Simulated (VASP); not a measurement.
Write the native input for VASP 6.6.1 that does the following.

| Quantity | Value |
| --- | --- |
| Task | single point |
| Functional | PBE |
| Potentials or basis | VASP PAW PBE potentials, release 64 (Hg) |
| Cutoff | 520 eV |
| k mesh | 6 × 6 × 1 |
| Occupations | gaussian, width 0.1 eV |
| Spin | no spin polarisation |
| Dipole correction | yes |
| Further INCAR settings | ALGO = Normal; EDIFF = 1e-06; NBANDS = 19 |

The structure of Hg lies in POSCAR:

```
Hg
1.0
    3.2385960000      0.0000000000      0.0000000000
    0.0000000000      3.2385960000      0.0000000000
    0.0000000000      0.0000000000     18.0000000000
Hg
2
Direct
    0.5000000000      0.5000000000      0.4162854200
    0.5000000000      0.5000000000      0.5837145800
```

The cell was generated, and may not be a known phase.

One way to write it, as run:

INCAR

```
ALGO     = Normal         # electronic algorithm
DIPOL    = 0.5 0.5 0.500
EDIFF    = 1E-6           # SCF threshold, eV
ENCUT    = 520            # plane-wave cutoff, eV
GGA      = PE             # functional
IDIPOL   = 3            
ISIF     = 2              # what is computed and relaxed
ISMEAR   = 0              # smearing method
LASPH    = T              # aspherical terms in the spheres
LCHARG   = T              # write CHGCAR
LDIPOL   = T            
LELF     = T              # ELF
LREAL    = F              # projectors in reciprocal space
LVACPOTAV= T            
LVHAR    = T            
LWAVE    = F              # write WAVECAR
NBANDS   = 19             # bands
NELM     = 60             # most SCF steps
PREC     = Accurate       # precision mode
SIGMA    = 0.1            # smearing width, eV
```

KPOINTS

```
k-points
0
Gamma
  6 6 1
```

Potentials or basis: VASP PAW PBE potentials, release 64 (Hg).

Launch:

```console
$ cat potpaw_PBE.64/Hg/POTCAR > POTCAR
$ mpirun -np 1 vasp_std > vasp.out
```

It gave:

```
Largest force          : 0.200 eV/Å
Band gap on the k mesh : zero (bands 12 and 13 overlap by 1.98 eV)
```

Caveat: spin-orbit coupling is left out, which moves the levels of the heavy elements.

Run time: 12 s on 1 thread of Intel(R) Xeon(R) 6975P-C (Granite Rapids) (shared host), peak memory 0.27 GiB.
